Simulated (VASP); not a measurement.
Input of a VASP 6.6.1 run:

INCAR

```
SYSTEM = Sn
  PREC = Accurate
  ENCUT = 520
  EDIFF = 1E-6
  ISMEAR = -1
  SIGMA = 0.05
  LREAL = .False.
  LASPH = .True.
  NELM = 150
  ALGO = Fast
  ISIF = 2
  LWAVE = .False.
  LCHARG = .False.
  MAGMOM = 0 0 0
  LORBIT = 11
  LSORBIT = .True.
  GGA_COMPAT = .False.
  LORBMOM = .True.
  GGA = CA
  NBANDS = 25
```

Contents of KPOINTS:

```
Automatic mesh
0
Gamma
  8 8 8
  0 0 0
```

Contents of POSCAR:

```
Sn
1.0
   -1.7265390000      1.7755470000      2.3383420000
    1.7265390000     -1.7755470000      2.3383420000
    1.7265390000      1.7755470000     -2.3383420000
Sn
1
Direct
    0.0000000000      0.0000000000      0.0000000000
```

Potentials or basis: VASP PAW LDA potentials, release 64 (Sn_d).

Launch:

```console
$ cat potpaw_LDA.64/Sn_d/POTCAR > POTCAR
$ mpirun -np 1 vasp_ncl > vasp.out
```

(1) Estimate the pressure.

(2) Estimate the net moment.

Answers

(1) -4.9 GPa.

(2) 0.00 μB per cell.

Caveat: the cell stands under tension.
